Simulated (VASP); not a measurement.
AlN, 4 atoms in the cell. The structure is monoclinic, space group Cm (No. 8). The conventional cell has a = 5.739 Å, b = 3.313 Å, c = 4.188 Å, α = 90.00°, β = 90.00°, γ = 90.00°. Within 2.5 Å of Al (site symmetry m) lie 5 N at 1.86 to 2.28 Å. Al (site symmetry m) has 5 N at 1.89 to 2.28 Å within 2.5 Å. Within 2.5 Å of N (site symmetry m) lie 5 Al at 1.89 to 2.28 Å. N (site symmetry m) has 5 Al at 1.86 to 2.28 Å within 2.5 Å.  This cell differs from its parent crystal: mode 4 frozen in at -0.123 Å and mode 10 at -0.040 Å (largest displacements).

- Program: VASP 6.6.1
- Task: single point
- Functional: PBE
- Potentials or basis: VASP PAW PBE potentials, release 64 (Al, N)
- Cutoff: 520 eV
- k mesh: 9 × 9 × 6
- Occupations: gaussian, width 0.05 eV
- Spin: no spin polarisation
- Dipole correction: no
- Further INCAR settings: ALGO = Normal; EDIFF = 1e-07; NBANDS = 16

Potentials or basis: VASP PAW PBE potentials, release 64 (Al, N).

Launch:

```bash
$ cat potpaw_PBE.64/Al/POTCAR potpaw_PBE.64/N/POTCAR > POTCAR
$ mpirun -np 1 vasp_std > vasp.out
```

Hardware: 1 thread of Intel(R) Xeon(R) Platinum 8559C (Emerald Rapids), with other jobs on the host.

**Question.** Estimate the wall time of this run.

**Answer.** Run time: 46 s on 1 thread of Intel(R) Xeon(R) Platinum 8559C (Emerald Rapids) (shared host), peak memory 0.2 GiB. Counts: scf iterations 15, k points 140.
